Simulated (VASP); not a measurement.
# ScAl3 (Pm-3m) in VASP: further runs

The runs below take ScAl3 through relaxation of cell and atoms, with PBE.

All numbers are computed with VASP 6.6.1; they aren't measurements. Logs are shortened: lines on timing, memory, paths and dates and some standing lists are left out, and cuts for length are marked.

## 1. The cell of the first run

The structure is cubic, space group Pm-3m (No. 221). The conventional cell has a = 4.067 Å, b = 4.067 Å, c = 4.067 Å, α = 90.00°, β = 90.00°, γ = 90.00°. Sc (site symmetry m-3m) has 12 Al at 2.88 Å within 3.8 Å. Al (site symmetry 4/mmm) has 4 Sc at 2.88 Å and 8 Al at 2.88 Å within 3.8 Å.

## 2. Relaxation of cell and atoms, PBE, target pressure 3 GPa, at which the enthalpy is minimised

Input file INCAR:

```
SYSTEM = ScAl3
PREC = Accurate
ENCUT = 600
EDIFF = 1E-7
ISMEAR = 0
SIGMA = 0.1
LREAL = .FALSE.
LASPH = .TRUE.
NELM = 100
ALGO = Fast
ISIF = 3
LWAVE = .FALSE.
LCHARG = .FALSE.
GGA = PE
IBRION = 2
NSW = 70
EDIFFG = -0.008
PSTRESS = 30.0
```

Input file KPOINTS:

```
regular mesh
0
G
  10 10 10
  0 0 0
```

Input file POSCAR:

```
ScAl3
1.0
    4.0666728839      0.0000000000      0.0000000000
    0.0000000000      4.0666728839      0.0000000000
    0.0000000000      0.0000000000      4.0666728839
Sc Al
1 3
Direct
    0.0000000000      0.0000000000      0.0000000000
    0.5000000000      0.0000000000      0.5000000000
    0.0000000000      0.5000000000      0.5000000000
    0.5000000000      0.5000000000      0.0000000000
```

Potentials or basis: VASP PAW PBE potentials, release 64 (Sc_sv, Al).

Launch:

```bash
cat potpaw_PBE.64/Sc_sv/POTCAR potpaw_PBE.64/Al/POTCAR > POTCAR
mpirun -np 1 vasp_std > vasp.out
```

OUTCAR:

```text
SYSTEM = ScAl3
   PREC = Accurate
   ENCUT = 600
   EDIFF = 1E-7
   ISMEAR = 0
   LREAL = .FALSE.
   LASPH = .TRUE.
   NELM = 100
   ISIF = 3
   GGA = PE
   IBRION = 2
   NSW = 70
   EDIFFG = -0.008
   PSTRESS = 30.0

 ion  position               nearest neighbor table
   1  0.000  0.000  0.000-   2 2.88   3 2.88   4 2.88   2 2.88   3 2.88   3 2.88   4 2.88   3 2.88
                             2 2.88   4 2.88   2 2.88   4 2.88
   2  0.500  0.000  0.500-   1 2.88   3 2.88   4 2.88   1 2.88   4 2.88   3 2.88   4 2.88   4 2.88
                             1 2.88   3 2.88   1 2.88   3 2.88
   3  0.000  0.500  0.500-   1 2.88   2 2.88   4 2.88   1 2.88   4 2.88   1 2.88   2 2.88   1 2.88
                             2 2.88   4 2.88   4 2.88   2 2.88
   4  0.500  0.500  0.000-   1 2.88   2 2.88   3 2.88   2 2.88   3 2.88   1 2.88   2 2.88   2 2.88
                             1 2.88   3 2.88   3 2.88   1 2.88

  LATTYP: Found a simple cubic cell.
 ALAT       =     4.0666728839

  Lattice vectors:

 A1 = (   4.0666728839,   0.0000000000,   0.0000000000)
 A2 = (   0.0000000000,   4.0666728839,   0.0000000000)
 A3 = (   0.0000000000,   0.0000000000,   4.0666728839)

Analysis of symmetry for initial positions (statically):
=====================================================================
 Subroutine PRICEL returns:
 Original cell was already a primitive cell.

 Routine SETGRP: Setting up the symmetry group for a
 simple cubic supercell.

 Subroutine GETGRP returns: Found 48 space group operations
 (whereof 48 operations were pure point group operations)
 out of a pool of 48 trial point group operations.

The static configuration has the point symmetry O_h .

Analysis of symmetry for dynamics (positions and initial velocities):
=====================================================================
 Subroutine PRICEL returns:
 Original cell was already a primitive cell.

 Routine SETGRP: Setting up the symmetry group for a
 simple cubic supercell.

 Subroutine GETGRP returns: Found 48 space group operations
 (whereof 48 operations were pure point group operations)
 out of a pool of 48 trial point group operations.

The dynamic configuration has the point symmetry O_h .

 Subroutine INISYM returns: Found 48 space group operations
 (whereof 48 operations are pure point group operations),
 and found     1 'primitive' translations

----------------------------------------------------------------------------------------

                                     Primitive cell

  volume of cell :      67.2539

  direct lattice vectors                    reciprocal lattice vectors
     4.066672884  0.000000000  0.000000000     0.245901263  0.000000000  0.000000000
     0.000000000  4.066672884  0.000000000     0.000000000  0.245901263  0.000000000
     0.000000000  0.000000000  4.066672884     0.000000000  0.000000000  0.245901263

  length of vectors
     4.066672884  4.066672884  4.066672884     0.245901263  0.245901263  0.245901263

  position of ions in fractional coordinates (direct lattice)
     0.000000000  0.000000000  0.000000000
     0.500000000  0.000000000  0.500000000
     0.000000000  0.500000000  0.500000000
     0.500000000  0.500000000  0.000000000

  ion indices of the primitive-cell ions
   primitive index   ion index
                 1           1
                 2           2
                 3           3
                 4           4

----------------------------------------------------------------------------------------

 KPOINTS: regular mesh

Automatic generation of k-mesh.
 Grid dimensions read from file:
 generate k-points for:   10   10   10

 Generating k-lattice:

  Cartesian coordinates                     Fractional coordinates (reciprocal lattice)
     0.024590126  0.000000000  0.000000000     0.100000000  0.000000000  0.000000000
     0.000000000  0.024590126  0.000000000     0.000000000  0.100000000  0.000000000
     0.000000000  0.000000000  0.024590126     0.000000000  0.000000000  0.100000000

  Length of vectors
     0.024590126  0.024590126  0.024590126

  Shift w.r.t. Gamma in fractional coordinates (k-lattice)
     0.000000000  0.000000000  0.000000000

 Subroutine IBZKPT returns following result:
 ===========================================

 Found     56 irreducible k-points:

 Following reciprocal coordinates:
            Coordinates               Weight
  0.000000  0.000000  0.000000      1.000000
  0.100000  0.000000  0.000000      6.000000
  0.200000  0.000000  0.000000      6.000000
  0.300000  0.000000  0.000000      6.000000
  0.400000  0.000000  0.000000      6.000000
  0.500000  0.000000  0.000000      3.000000
[... 16 lines left out ...]
  0.200000  0.100000  0.100000     24.000000
  0.300000  0.100000  0.100000     24.000000
 [... further k-points ...]
   k-points           NKPTS =     56   k-points in BZ     NKDIM =     56   number of bands    NBANDS=     14
   number of dos      NEDOS =    301   number of ions     NIONS =      4
   total plane-waves  NPLWV =  32768
   dimension x,y,z NGX =    32 NGY =   32 NGZ =   32
   dimension x,y,z NGXF=    64 NGYF=   64 NGZF=   64
   ions per type =               1   3
   NGX,Y,Z   is equivalent  to a cutoff of  13.08, 13.08, 13.08 a.u.
   NGXF,Y,Z  is equivalent  to a cutoff of  26.16, 26.16, 26.16 a.u.
 SYSTEM =  ScAl3
   PREC   = accura    normal or accurate (medium, high low for compatibility)
   ISTART =      0    job   : 0-new  1-cont  2-samecut
   ICHARG =      2    charge: 1-file 2-atom 10-const
   ISPIN  =      1    spin polarized calculation?
   LNONCOLLINEAR =      F non collinear calculations
   LSORBIT =      F    spin-orbit coupling
   LASPH  =      T    aspherical Exc in radial PAW
   ENCUT  =  600.0 eV  44.10 Ry    6.64 a.u.   8.12  8.12  8.12*2*pi/ulx,y,z
   NELM   =    100;   NELMIN=  2; NELMDL= -5     # of ELM steps
   EDIFF  = 0.1E-06   stopping-criterion for ELM
   LREAL  =      F    real-space projection
   EDIFFG = -.8E-02   stopping-criterion for IOM
   NSW    =     70    number of steps for IOM
   IBRION =      2    ionic relax: 0-MD 1-quasi-New 2-CG
   NFREE  =      1    steps in history (QN), initial steepest desc. (CG)
   ISIF   =      3    stress and relaxation
   ISYM   =      2    0-nonsym 1-usesym 2-fastsym
   POTIM  = 0.5000    time-step for ionic-motion
   TEBEG  =    0.0;   TEEND  =   0.0 temperature during run
   PSTRESS=   30.0 pullay stress
   NELECT =      20.0000    total number of electrons
   NUPDOWN=      -1.0000    fix difference up-down
   EMIN   =  10.00;   EMAX   =-10.00  energy-range for DOS
   EFERMI =   0.00;   METHOD = LEGACY
   ISMEAR =     0;   SIGMA  =   0.10  broadening in eV -4-tet -1-fermi 0-gaus
   EFERMI_NEDOS =   21; number of points for ismear=-14 and -15
   IALGO  =     68    algorithm
   IMIX   =      4    mixing-type and parameters
     AMIX     =   0.40;   BMIX     =  1.00
     AMIX_MAG =   1.60;   BMIX_MAG =  1.00
  volume/ion in A,a.u.               =      16.81       113.46
  Fermi-wavevector in a.u.,A,eV,Ry     =   1.092728  2.064957 16.246111  1.194055
  Thomas-Fermi vector in A             =   2.229000
   LORBIT       =      0    0 simple, 1 ext, 2 COOP (PROOUT), +10 PAW based schemes
   GGA     = PE    functional components
   LHFCALC =     F    Hartree Fock is set to
   AEXX    =    0.0000 exact exchange contribution
   IVDW    =     0    specifies the selected vdW correction
   LEPSILON=     F    determine dielectric tensor
   LRPA    =     F    only Hartree local field effects (RPA)
 conjugate gradient relaxation of ions
 non-spin polarized calculation
 RMM-DIIS sequential band-by-band and
 Gauss-broadening in eV      SIGMA  =   0.10
  energy-cutoff  :      600.00
  volume of cell :       67.25
 maximum number of plane-waves:      2284
   NGX = 17   NGY = 17   NGZ = 17

--------------------------------------- Ionic step        1  -------------------------------------------

 number of electron      20.0000004 magnetization

 Free energy of the ion-electron system (eV)
  ---------------------------------------------------
  ext. energy  EPLUGINS =         0.00000000
  ---------------------------------------------------
  free energy    TOTEN  =       -19.28541627 eV

  energy without entropy =      -19.27989203  energy(sigma->0) =      -19.28265415

------------------------ aborting loop because EDIFF is reached ----------------------------------------

  FORCE on cell =-STRESS in cart. coord.  units (eV):
  Direction    XX          YY          ZZ          XY          YZ          ZX
  --------------------------------------------------------------------------------------
  -------------------------------------------------------------------------------------
  Total        1.1134391      1.1134391      1.1134391     -0.0000000      0.0000000      0.0000000
  in kB       26.5252413     26.5252413     26.5252413     -0.0000000      0.0000000      0.0000000
  external PRESSURE =      -3.4747587 kB  Pullay stress =      30.0000000 kB
[... 65 lines left out ...]
  enthalpy is  TOTEN    =       -18.0263289343 eV   P V=        1.2526634496

--------------------------------------- Ionic step        3  -------------------------------------------

 number of electron      20.0000005 magnetization

 Free energy of the ion-electron system (eV)
  ---------------------------------------------------
  ext. energy  EPLUGINS =         0.00000000
  ---------------------------------------------------
  free energy    TOTEN  =       -19.28112750 eV

  energy without entropy =      -19.27568478  energy(sigma->0) =      -19.27840614

 E-fermi :   7.4653     XC(G=0): -10.4912

 val. band max:        7.4267482746   @ k =   0.5000   0.1000   0.1000
 cond. band min:       7.4713277437   @ k =   0.3000   0.0000   0.0000
 fundamental gap:      0.0445794690
 Fermi energy:         7.4653431822

 k-point     1 :       0.0000    0.0000    0.0000
  band No.  band energies     occupation
      1     -41.4564      2.00000
      2     -20.1677      2.00000
      3     -20.1677      2.00000
      4     -20.1677      2.00000
      5      -2.6851      2.00000
      6       4.8046      2.00000
      7       4.8046      2.00000
      8       5.6218      2.00000
      9       5.6218      2.00000
     10       5.6218      2.00000
     11       8.7073      0.00000
     12       8.7661      0.00000
     13       8.7661      0.00000
     14       8.7661      0.00000
[... 375 lines left out ...]
 k-point    24 :       0.3000    0.1000    0.1000
  band No.  band energies     occupation
      1     -41.4552      2.00000
      2     -20.1901      2.00000
      3     -20.1690      2.00000
      4     -20.1687      2.00000
      5      -1.6852      2.00000
      6       1.8644      2.00000
      7       4.4795      2.00000
      8       5.0729      2.00000
      9       6.2441      2.00000
     10       7.6799      0.00241
     11       8.0975      0.00000
     12       8.4908      0.00000
     13       9.4370      0.00000
     14      10.1780      0.00000

 [... further k-points ...]

------------------------ aborting loop because EDIFF is reached ----------------------------------------

  FORCE on cell =-STRESS in cart. coord.  units (eV):
  Direction    XX          YY          ZZ          XY          YZ          ZX
  --------------------------------------------------------------------------------------
  -------------------------------------------------------------------------------------
  Total        1.2557450      1.2557450      1.2557450     -0.0000000      0.0000000     -0.0000000
  in kB       30.0240200     30.0240200     30.0240200     -0.0000000      0.0000000     -0.0000000
  external PRESSURE =       0.0240200 kB  Pullay stress =      30.0000000 kB
[... 19 lines left out ...]
  FREE ENERGIE OF THE ION-ELECTRON SYSTEM (eV)
  ---------------------------------------------------
  free  energy   TOTEN  =       -19.2811275038 eV

  energy  without entropy=      -19.2756847764  energy(sigma->0) =      -19.27840614

  enthalpy is  TOTEN    =       -18.0263871223 eV   P V=        1.2547403815

 reached required accuracy - stopping structural energy minimisation
```

Run time: 3.5 min. Hardware: 1 thread of Intel Xeon 8259CL, shared host; peak memory 0.23 GiB.

What came out:

| Item | Value |
| --- | --- |
| Free energy | -19.2811 eV |
| Relaxed volume | 16.75 Å³/atom |
| Relaxed cell | a = 4.062 Å, b = 4.062 Å, c = 4.062 Å, α = 90.00°, β = 90.00°, γ = 90.00° |
| Space group after relaxing (to 0.1 Å) | Pm-3m (No. 221) |
| Energy change on relaxing (the run minimises the enthalpy) | +1.1 meV/atom |
| Ionic steps | 3 |
| Pressure after relaxing | 3.0 GPa |
| Band gap on the k mesh | zero (bands 10 and 11 overlap by 3.95 eV) |

The path:
```tsv
step	energy change (eV)	largest force (eV/Å)	pressure (GPa)	volume (Å³)
1	0.0000	0.0000	2.65	67.25
2	0.0064	0.0000	3.18	66.90
3	0.0043	0.0000	3.00	67.01
```

Final structure:
```
CELL_PARAMETERS angstrom
4.06176 0.00000 0.00000
0.00000 4.06176 0.00000
0.00000 0.00000 4.06176
ATOMIC_POSITIONS crystal
Sc 0.00000 0.00000 0.00000
Al 0.50000 0.00000 0.50000
Al 0.00000 0.50000 0.50000
Al 0.50000 0.50000 0.00000
```

Caveat: the cell is relaxed towards a set pressure, so the run minimises the enthalpy, not the energy.

## 3. Relaxation of cell and atoms, PBE, target pressure -3 GPa, at which the enthalpy is minimised

This run uses another cell than the first one, of 17.79 Å³/atom.

Input file INCAR:

```
SYSTEM = ScAl3
PREC = Accurate
ENCUT = 600
EDIFF = 1E-6
ISMEAR = 0
SIGMA = 0.1
LREAL = .FALSE.
LASPH = .TRUE.
NELM = 80
ALGO = Normal
ISIF = 3
LWAVE = .FALSE.
LCHARG = .FALSE.
GGA = PE
IBRION = 2
NSW = 70
EDIFFG = -0.008
PSTRESS = -30.0
```

KPOINTS is that of step 2.

Input file POSCAR:

```
ScAl3
1.0
    4.1441309612      0.0000000000      0.0000000000
    0.0000000000      4.1441309612      0.0000000000
    0.0000000000      0.0000000000      4.1441309612
Sc Al
1 3
Direct
    0.0000000000      0.0000000000      0.0000000000
    0.5000000000      0.0000000000      0.5000000000
    0.0000000000      0.5000000000      0.5000000000
    0.5000000000      0.5000000000      0.0000000000
```

Potentials or basis: VASP PAW PBE potentials, release 64 (Sc_sv, Al).

Launch:

```bash
cat potpaw_PBE.64/Sc_sv/POTCAR potpaw_PBE.64/Al/POTCAR > POTCAR
mpirun -np 1 vasp_std > vasp.out
```

It took 3 min on 1 thread of Intel Xeon 8259CL, shared host; peak memory 0.26 GiB.

It converged, with:

* Free energy: -19.2758 eV
* Relaxed volume: 17.97 Å³/atom
* Relaxed cell: a = 4.158 Å, b = 4.158 Å, c = 4.158 Å, α = 90.00°, β = 90.00°, γ = 90.00°
* Space group after relaxing (to 0.1 Å): Pm-3m (No. 221)
* Energy change on relaxing (the run minimises the enthalpy): +2.9 meV/atom
* Ionic steps: 3
* Pressure after relaxing: -3.0 GPa
* Band gap on the k mesh: zero (bands 10 and 11 overlap by 3.69 eV)

The path:
| step | energy change (eV) | largest force (eV/Å) | pressure (GPa) | volume (Å³) |
| --- | --- | --- | --- | --- |
| 1 | 0.0000 | 0.0000 | -2.28 | 71.17 |
| 2 | 0.0140 | 0.0000 | -3.14 | 72.00 |
| 3 | 0.0115 | 0.0000 | -2.99 | 71.87 |

Final structure:
```
Sc Al
1.0
     4.15763    0.00000    0.00000
     0.00000    4.15763    0.00000
     0.00000    0.00000    4.15763
Sc Al
1 3
Direct
  0.00000 0.00000 0.00000
  0.50000 0.00000 0.50000
  0.00000 0.50000 0.50000
  0.50000 0.50000 0.00000
```

Levels at points of the mesh, in eV from the Fermi level:
```csv
k point,band 7,band 8,band 9,band 10,band 11,band 12,band 13,band 14
"(0.00, 0.00, 0.00)",-2.58,-1.80,-1.80,-1.80,1.26,1.26,1.26,1.26
"(0.50, 0.00, 0.00)",-1.65,-1.65,-1.38,0.58,0.93,0.93,1.35,1.57
"(0.50, 0.50, 0.00)",-5.56,-4.25,-0.51,-0.51,1.18,1.31,1.97,2.36
"(0.50, 0.50, 0.50)",-4.73,-4.30,-2.91,-2.91,-2.91,0.84,2.47,2.47
```

Caveat: the cell is relaxed towards a set pressure, so the run minimises the enthalpy, not the energy.

The gap in the log of VASP goes by the Fermi energy; the results here count the filled bands.